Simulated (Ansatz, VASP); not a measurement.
# MoS2: VASP beside Ansatz

```
CELL_PARAMETERS angstrom
1.59197 0.91913 6.16388
-1.59197 0.91913 6.16388
0.00000 -1.83825 6.16388
ATOMIC_POSITIONS crystal
Mo 0.00000 0.00000 0.00000
S 0.74840 0.74840 0.74840
S 0.58490 0.58490 0.58490
```

Change from the starting cell: volume scaled by 1.02, crystal datasets.

Alike in both runs: task electric field gradients; functional PBEsol; k mesh 13 × 13 × 13; occupations fermi-dirac, width 0.05 eV; no spin polarisation.

|  | VASP | Ansatz |
| --- | --- | --- |
| version | VASP 6.6.1 | Ansatz 0.2.0 |
| potentials or method | VASP PAW PBE potentials, release 64 (Mo_sv, S), cutoff 520 eV | all-electron PAW with datasets made for the crystal, scalar-relativistic |

```tsv
	VASP	Ansatz	Ansatz less VASP
pressure (GPa)	1.0	1.0	+0.04
traceless stress, the component that is largest in VASP (GPa)	4.80	4.81	+0.011
rms of the force components (eV/Å)	0.306	0.307	+0.0004
size of Vzz on the site where it differs most (V/Å²)	91.3	89.1	-2.22
```

VASP's potentials were made for PBE, not for PBEsol. Atom by atom the forces differ by 0.000 eV/Å (rms over components). Ansatz ran all-electron here, and VASP with PAW potentials.
